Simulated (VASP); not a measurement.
Crystal: KI.

```
CELL_PARAMETERS angstrom
0.00000 3.54457 3.54457
3.54457 0.00000 3.54457
3.54457 3.54457 0.00000
ATOMIC_POSITIONS crystal
K 0.00000 0.00000 0.00000
I 0.50000 0.50000 0.50000
```

Base run:

| Property | Result |
| --- | --- |
| Program | VASP 6.6.1 |
| Functional | PBEsol |
| Potentials or basis | VASP PAW PBE potentials, release 64 (K_sv, I) |
| Cutoff | 520 eV |
| k mesh | 4 × 4 × 4 |
| Occupations | gaussian, width 0.01 eV |
| Spin | no spin polarisation |

Its results: band gap on the k mesh 3.79 eV; pressure -0.4 GPa.

**Question.** After a change of settings the same cell gave: band gap on the k mesh 4.58 eV; pressure 0.0 GPa. Which change was it?
A. functional from PBEsol to HSE06
B. functional from PBEsol to r2SCAN
C. functional from PBEsol to PBE-based screened hybrid with 40 % exact exchange; further incar settings from ALGO = Normal; EDIFF = 1e-06; NBANDS = 15 to ALGO = Normal; EDIFF = 1e-07; NBANDS = 15

**Answer.** B.

Caveats: the PAW data sets were made with another functional, which shifts forces and pressure a little; spin-orbit coupling is left out, which moves the levels of the heavy elements.
